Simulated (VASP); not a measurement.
Input of a VASP 6.6.1 run:

File INCAR:

```
PREC = Accurate ; ENCUT = 520
EDIFF = 1E-6 ; ISMEAR = -1
SIGMA = 0.1 ; LREAL = F
LASPH = T ; NELM = 60
ALGO = Normal ; ISIF = 2
LWAVE = F ; LCHARG = F
GGA = PE ; NBANDS = 11
```

File KPOINTS:

```
Automatic mesh
0
Gamma
  6 6 6
```

POSCAR

```
Ca
1.0
    0.0000000000      2.7610900865      2.7610900865
    2.7610900865      0.0000000000      2.7610900865
    2.7610900865      2.7610900865      0.0000000000
Ca
1
Direct
    0.0000000000      0.0000000000      0.0000000000
```

Potentials or basis: VASP PAW PBE potentials, release 64 (Ca_sv).

Launch:

```sh
$ cat potpaw_PBE.64/Ca_sv/POTCAR > POTCAR
$ mpirun -np 1 vasp_std > vasp.out
```

Problem. Estimate the pressure.

Solution. 0.0 GPa.

Problem. What does it give for the band gap on the k mesh?

Solution. Zero (band 5 reaches 1.98 eV, above the bottom of band 6 at 1.81 eV).
